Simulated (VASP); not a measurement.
# MoS2 in VASP: further runs

Runs on MoS2. Level: LDA. Tasks: vibrations by perturbation theory.

All numbers are computed with VASP 6.6.1; they aren't measurements. Logs are shortened: lines on timing, memory, paths and dates and some standing lists are left out, and cuts for length are marked.

**1. The cell of the first run**

The cell holds a sheet with vacuum, 3 atoms: a = 3.089 Å, b = 3.089 Å, c = 18.120 Å, α = 90.00°, β = 90.00°, γ = 120.00°.

**2. Vibrations by perturbation theory, LDA**

INCAR

```
SYSTEM = MoS2
PREC = Accurate
ENCUT = 520
EDIFF = 1E-8
ISMEAR = 0
SIGMA = 0.01
LREAL = .FALSE.
LASPH = .TRUE.
NELM = 60
ALGO = Normal
ISIF = 2
LWAVE = .FALSE.
LCHARG = .FALSE.
NBANDS = 20
IBRION = 8
NSW = 1
```

KPOINTS

```
regular mesh
0
G
  12 12 1
  0 0 0
```

POSCAR

```
MoS2
1.0
    3.0886709395      0.0000000000      0.0000000000
   -1.5443354697      2.6748674975      0.0000000000
    0.0000000000      0.0000000000     18.1200000000
S Mo
2 1
Direct
    0.3333333333      0.6666666667      0.4136781776
    0.3333333333      0.6666666667      0.5863218224
    0.6666666667      0.3333333333      0.5000000000
```

Potentials or basis: VASP PAW LDA potentials, release 64 (S, Mo_sv).

On the command line:

```bash
cat potpaw_LDA.64/S/POTCAR potpaw_LDA.64/Mo_sv/POTCAR > POTCAR
mpirun -np 1 vasp_std > vasp.out
```

OUTCAR:

```text
SYSTEM = MoS2
   PREC = Accurate
   ENCUT = 520
   EDIFF = 1E-8
   ISMEAR = 0
   LREAL = .FALSE.
   LASPH = .TRUE.
   NELM = 60
   ISIF = 2
   IBRION = 8
   NSW = 1

 ion  position               nearest neighbor table
   1  0.333  0.667  0.414-   3 2.37   3 2.37   3 2.37
   2  0.333  0.667  0.586-   3 2.37   3 2.37   3 2.37
   3  0.667  0.333  0.500-   1 2.37   2 2.37   1 2.37   2 2.37   1 2.37   2 2.37

  LATTYP: Found a hexagonal cell.
 ALAT       =     3.0886709395
 C/A-ratio  =     5.8666009928

  Lattice vectors:

 A1 = (   3.0886709395,   0.0000000000,   0.0000000000)
 A2 = (  -1.5443354697,   2.6748674975,   0.0000000000)
 A3 = (   0.0000000000,   0.0000000000,  18.1200000000)

Analysis of symmetry for initial positions (statically):
=====================================================================
 Subroutine PRICEL returns:
 Original cell was already a primitive cell.

 Routine SETGRP: Setting up the symmetry group for a
 hexagonal supercell.

 Subroutine GETGRP returns: Found 12 space group operations
 (whereof 12 operations were pure point group operations)
 out of a pool of 24 trial point group operations.

The static configuration has the point symmetry D_3h.

Analysis of symmetry for dynamics (positions and initial velocities):
=====================================================================
 Subroutine PRICEL returns:
 Original cell was already a primitive cell.

 Routine SETGRP: Setting up the symmetry group for a
 hexagonal supercell.

 Subroutine GETGRP returns: Found 12 space group operations
 (whereof 12 operations were pure point group operations)
 out of a pool of 24 trial point group operations.

The dynamic configuration has the point symmetry D_3h.

 Subroutine INISYM returns: Found 12 space group operations
 (whereof 12 operations are pure point group operations),
 and found     1 'primitive' translations

----------------------------------------------------------------------------------------

                                     Primitive cell

  volume of cell :     149.7036

  direct lattice vectors                    reciprocal lattice vectors
     3.088670940  0.000000000  0.000000000     0.323763852  0.186925147  0.000000000
    -1.544335470  2.674867498  0.000000000     0.000000000  0.373850294  0.000000000
     0.000000000  0.000000000 18.120000000     0.000000000  0.000000000  0.055187638

  length of vectors
     3.088670940  3.088670939 18.120000000     0.373850294  0.373850294  0.055187638

  position of ions in fractional coordinates (direct lattice)
     0.333333333  0.666666667  0.413678178
     0.333333333  0.666666667  0.586321822
     0.666666667  0.333333333  0.500000000

  ion indices of the primitive-cell ions
   primitive index   ion index
                 1           1
                 2           2
                 3           3

----------------------------------------------------------------------------------------

 KPOINTS: regular mesh

Automatic generation of k-mesh.
 Grid dimensions read from file:
 generate k-points for:   12   12    1

 Generating k-lattice:

  Cartesian coordinates                     Fractional coordinates (reciprocal lattice)
     0.026980321  0.015577096  0.000000000     0.083333333 -0.000000000  0.000000000
     0.000000000  0.031154191  0.000000000     0.000000000  0.083333333  0.000000000
[... 87 lines left out ...]
 maximum number of plane-waves:      4052
 NGX is ok and might be reduce to    24
   NGX = 11   NGY = 11   NGZ = 67

--------------------------------------- Ionic step        1  -------------------------------------------

 number of electron      25.9999997 magnetization

 Free energy of the ion-electron system (eV)
  ---------------------------------------------------
  ext. energy  EPLUGINS =         0.00000000
  ---------------------------------------------------
  free energy    TOTEN  =       -24.35590084 eV

  energy without entropy =      -24.35590084  energy(sigma->0) =      -24.35590084

 E-fermi :  -1.4621     XC(G=0):  -4.4197

 val. band max:       -1.5393189887   @ k =   0.3333   0.3333   0.0000
 cond. band min:       0.3625709087   @ k =   0.1667   0.1667   0.0000
 fundamental gap:      1.9018898973
 Fermi energy:        -1.4621487206

 k-point     1 :       0.0000    0.0000    0.0000
  band No.  band energies     occupation
      1     -61.9300      2.00000
      2     -36.3504      2.00000
      3     -36.0075      2.00000
      4     -36.0075      2.00000
      5     -15.8840      2.00000
      6     -14.5054      2.00000
[... 426 lines left out ...]
     19       6.0389      0.00000
     20       8.0627      0.00000

------------------------ aborting loop because EDIFF is reached ----------------------------------------

  FORCE on cell =-STRESS in cart. coord.  units (eV):
  Direction    XX          YY          ZZ          XY          YZ          ZX
  --------------------------------------------------------------------------------------
  -------------------------------------------------------------------------------------
  Total        1.0152483      1.0152483      0.0223072      0.0000000      0.0000000      0.0000000
  in kB       10.8655256     10.8655256      0.2387391      0.0000000      0.0000000      0.0000000
  external PRESSURE =       7.3232634 kB  Pullay stress =       0.0000000 kB

 VOLUME and BASIS-vectors are now :
 -----------------------------------------------------------------------------
  energy-cutoff  :      520.00
  volume of cell :      149.70
      direct lattice vectors                 reciprocal lattice vectors
     3.088670940  0.000000000  0.000000000     0.323763852  0.186925147  0.000000000
    -1.544335470  2.674867498  0.000000000     0.000000000  0.373850294  0.000000000
     0.000000000  0.000000000 18.120000000     0.000000000  0.000000000  0.055187638

 POSITION                                       TOTAL-FORCE (eV/Angst)
 -----------------------------------------------------------------------------------
     -0.00000      1.78324      7.49585        -0.000000      0.000000     -0.015104
     -0.00000      1.78324     10.62415        -0.000000      0.000000      0.015104
      1.54434      0.89162      9.06000         0.000000      0.000000      0.000000
 -----------------------------------------------------------------------------------
    total drift:                               -0.000000      0.000000      0.000000

  FREE ENERGIE OF THE ION-ELECTRON SYSTEM (eV)
  ---------------------------------------------------
  free  energy   TOTEN  =       -24.3559008350 eV

  energy  without entropy=      -24.3559008350  energy(sigma->0) =      -24.35590084

[... ionic steps 2 to 9 ...]

--------------------------------------- Ionic step       10  -------------------------------------------

------------------------ aborting loop because EDIFF is reached ----------------------------------------

[... ionic steps 11 to 11 ...]

--------------------------------------- Ionic step       12  -------------------------------------------

 Free energy of the ion-electron system (eV)
  ---------------------------------------------------
  ---------------------------------------------------
  free energy    TOTEN  =        -0.88275092 eV

  energy without entropy =       -0.88275092

------------------------ aborting loop because EDIFF is reached ----------------------------------------

 INTERNAL STRAIN TENSOR  FOR ION    3  DIRECTION 3   (eV/Angst):
 -----------------------------------------------------------------------------
    -0.00003 -0.00000 -0.00000
    -0.00000 -0.00003  0.00000
     0.00000 -0.00000 -0.00006

 INTERNAL STRAIN TENSOR FOR ION    3 for displacements in x,y,z  (eV/Angst):
          X           Y           Z          XY          YZ          ZX
  --------------------------------------------------------------------------------
  x     0.00000    -0.00000     0.00000     6.86151     0.00000     0.00000
  y     6.86151    -6.86151     0.00000    -0.00000     0.00000     0.00000
  z     0.00000     0.00000     0.00000     0.00000     0.00000    -0.00000

 SECOND DERIVATIVES (NOT SYMMETRIZED)
 ------------------------------------
               1X          1Y          1Z          2X          2Y          2Z          3X          3Y          3Z
  1X   -10.569284   -0.000000    0.000000   -0.522411   -0.000000   -0.000000   11.091694    0.000000    0.000000
  1Y    -0.000000  -10.569284    0.000000   -0.000000   -0.522411    0.000000    0.000000   11.091694    0.000000
  1Z     0.000000    0.000000  -18.258213   -0.000000    0.000000    1.824029   -0.000000    0.000000   16.434183
  2X    -0.522411   -0.000000    0.000000  -10.569284   -0.000000    0.000000   11.091694    0.000000    0.000000
  2Y    -0.000000   -0.522411   -0.000000   -0.000000  -10.569284   -0.000000    0.000000   11.091694    0.000000
  2Z     0.000000   -0.000000    1.824029   -0.000000    0.000000  -18.258213    0.000000   -0.000000   16.434183
  3X    11.102216    0.000000   -0.000000   11.102216    0.000000    0.000000  -22.204432   -0.000000    0.000000
  3Y     0.000000   11.102216    0.000000    0.000000   11.102216   -0.000000   -0.000000  -22.204432    0.000000
  3Z     0.000000    0.000000   16.414531   -0.000000    0.000000   16.414531    0.000000   -0.000000  -32.829062

 Eigenvectors and eigenvalues of the dynamical matrix
 ----------------------------------------------------

   1 f  =   14.452939 THz    90.810497 2PiTHz  482.098166 cm-1    59.772528 meV
             X         Y         Z           dx          dy          dz
     -0.000000  1.783245  7.495849    -0.000000   -0.000000   -0.547559
     -0.000000  1.783245 10.624151    -0.000000   -0.000000   -0.547559
      1.544335  0.891622  9.060000     0.000000    0.000000    0.632738
[... 43 lines left out ...]
   9 f/i=    0.004237 THz     0.026620 2PiTHz    0.141320 cm-1     0.017521 meV
             X         Y         Z           dx          dy          dz
     -0.000000  1.783245  7.495849     0.000000    0.000000    0.447413
     -0.000000  1.783245 10.624151     0.000000    0.000000    0.447413
      1.544335  0.891622  9.060000     0.000000    0.000000    0.774366

--------------------------------------------------------------------------------------------------------

 ELASTIC MODULI CONTR FROM IONIC RELAXATION (kBar)
 Direction    XX          YY          ZZ          XY          YZ          ZX
 --------------------------------------------------------------------------------
 XX        -160.7663   -113.5451   -379.8019     -0.0000      0.0000      0.0000
 YY        -113.5451   -160.7663   -379.8019     -0.0000     -0.0000     -0.0000
 ZZ        -379.8019   -379.8019  -1051.7204     -0.0000     -0.0000     -0.0000
 XY          -0.0000     -0.0000     -0.0000    -23.6106     -0.0000      0.0000
 YZ           0.0000     -0.0000     -0.0000     -0.0000   -560.3520     -0.0000
 ZX          -0.0000     -0.0000     -0.0000     -0.0000     -0.0000   -449.5644
 --------------------------------------------------------------------------------
```

Run time: 15 min. Hardware: 1 thread of Intel Xeon 6975P-C, shared host; peak memory 0.61 GiB.

Results:

* Highest phonon frequency at Γ, LO-TO splitting left out: 482 cm⁻¹

Phonon frequencies in cm⁻¹ (negative: imaginary):
```
              q point                    frequencies
(0.000, 0.000, 0.000)  0 0 0 292 292 396 396 413 482
```

**3. Vibrations by perturbation theory, LDA**

This run uses another cell than the first one, of 50.41 Å³/atom, 1.010 times its volume.

INCAR

```
PREC     = Accurate       # precision mode
ENCUT    = 520            # plane-wave cutoff, eV
EDIFF    = 1E-8           # SCF threshold, eV
ISMEAR   = 0              # smearing method
SIGMA    = 0.01           # smearing width, eV
LREAL    = False          # projectors in reciprocal space
LASPH    = True           # aspherical terms in the spheres
NELM     = 100            # most SCF steps
ALGO     = Normal         # electronic algorithm
ISIF     = 2              # what is computed and relaxed
LWAVE    = False          # write WAVECAR
LCHARG   = True           # write CHGCAR
IBRION   = 8              # ionic algorithm
NSW      = 1              # ionic steps
```

KPOINTS

```
Automatic mesh
0
Gamma
  12 12 1
```

POSCAR

```
MoS2
1.0
    3.1042702876      0.0000000000      0.0000000000
   -1.5521351438      2.6883769293      0.0000000000
    0.0000000000      0.0000000000     18.1200000000
S Mo
2 1
Direct
    0.3333333333      0.6666666667      0.4139899915
    0.3333333333      0.6666666667      0.5860100085
    0.6666666667      0.3333333333      0.5000000000
```

Potentials or basis: VASP PAW LDA potentials, release 64 (S, Mo_sv).

On the command line:

```bash
cat potpaw_LDA.64/S/POTCAR potpaw_LDA.64/Mo_sv/POTCAR > POTCAR
mpirun -np 1 vasp_std > vasp.out
```

OUTCAR:

```text
PREC = Accurate
   ENCUT = 520
   EDIFF = 1E-8
   ISMEAR = 0
   LREAL = False
   LASPH = True
   NELM = 100
   ISIF = 2
   IBRION = 8
   NSW = 1

 ion  position               nearest neighbor table
   1  0.333  0.667  0.414-   3 2.38   3 2.38   3 2.38
   2  0.333  0.667  0.586-   3 2.38   3 2.38   3 2.38
   3  0.667  0.333  0.500-   1 2.38   2 2.38   1 2.38   2 2.38   1 2.38   2 2.38

  LATTYP: Found a hexagonal cell.
 ALAT       =     3.1042702876
 C/A-ratio  =     5.8371205859

  Lattice vectors:

 A1 = (   3.1042702876,   0.0000000000,   0.0000000000)
 A2 = (  -1.5521351438,   2.6883769293,   0.0000000000)
 A3 = (   0.0000000000,   0.0000000000,  18.1200000000)

Analysis of symmetry for initial positions (statically):
[... 620 lines left out ...]
  x    -0.00000    -0.00000     0.00000     6.75184     0.00000     0.00000
  y     6.75184    -6.75184     0.00000     0.00000     0.00000     0.00000
  z     0.00000     0.00000     0.00000     0.00000     0.00000     0.00000

 SECOND DERIVATIVES (NOT SYMMETRIZED)
 ------------------------------------
               1X          1Y          1Z          2X          2Y          2Z          3X          3Y          3Z
  1X   -10.484184    0.000000    0.000000   -0.507288    0.000000    0.000000   10.991473    0.000000    0.000000
  1Y     0.000000  -10.484184    0.000000    0.000000   -0.507288    0.000000    0.000000   10.991473    0.000000
  1Z     0.000000   -0.000000  -18.162869    0.000000   -0.000000    1.857741    0.000000   -0.000000   16.305128
  2X    -0.507288    0.000000    0.000000  -10.484184    0.000000    0.000000   10.991473    0.000000    0.000000
  2Y     0.000000   -0.507288    0.000000    0.000000  -10.484184   -0.000000    0.000000   10.991473    0.000000
  2Z     0.000000   -0.000000    1.857741   -0.000000   -0.000000  -18.162869    0.000000   -0.000000   16.305128
  3X    11.002081    0.000000    0.000000   11.002081    0.000000    0.000000  -22.004162    0.000000    0.000000
  3Y     0.000000   11.002081    0.000000    0.000000   11.002081    0.000000    0.000000  -22.004162    0.000000
  3Z    -0.000000    0.000000   16.282630    0.000000   -0.000000   16.282630    0.000000    0.000000  -32.565261

 Eigenvectors and eigenvalues of the dynamical matrix
 ----------------------------------------------------

   1 f  =   14.395549 THz    90.449900 2PiTHz  480.183815 cm-1    59.535179 meV
             X         Y         Z           dx          dy          dz
     -0.000000  1.792251  7.501499    -0.000000   -0.000000    0.547580
     -0.000000  1.792251 10.618501    -0.000000   -0.000000    0.547580
      1.552135  0.896126  9.060000     0.000000    0.000000   -0.632703
[... 43 lines left out ...]
   9 f/i=    0.004869 THz     0.030596 2PiTHz    0.162428 cm-1     0.020138 meV
             X         Y         Z           dx          dy          dz
     -0.000000  1.792251  7.501499    -0.000000    0.000000   -0.447389
     -0.000000  1.792251 10.618501    -0.000000    0.000000   -0.447389
      1.552135  0.896126  9.060000    -0.000000    0.000000   -0.774394

--------------------------------------------------------------------------------------------------------

 ELASTIC MODULI CONTR FROM IONIC RELAXATION (kBar)
 Direction    XX          YY          ZZ          XY          YZ          ZX
 --------------------------------------------------------------------------------
 XX        -155.4022   -109.7218   -369.3960     -0.0000     -0.0000      0.0000
 YY        -109.7218   -155.4022   -369.3960     -0.0000     -0.0000     -0.0000
 ZZ        -369.3960   -369.3960  -1029.3554     -0.0000     -0.0000      0.0000
 XY          -0.0000     -0.0000     -0.0000    -22.8402     -0.0000     -0.0000
 YZ          -0.0000     -0.0000     -0.0000     -0.0000   -547.9995     -0.0000
 ZX           0.0000     -0.0000      0.0000     -0.0000     -0.0000   -438.5681
 --------------------------------------------------------------------------------
```

Run time: 13 min. Hardware: 1 thread of Intel Xeon 6975P-C, shared host; peak memory 0.57 GiB.

Results:

| Item | Value |
| --- | --- |
| Highest phonon frequency at Γ, LO-TO splitting left out | 480 cm⁻¹ |

Phonon frequencies in cm⁻¹ (negative: imaginary):
| q point | frequencies |
| --- | --- |
| (0.000, 0.000, 0.000) | 0 0 0 291 291 394 394 412 480 |
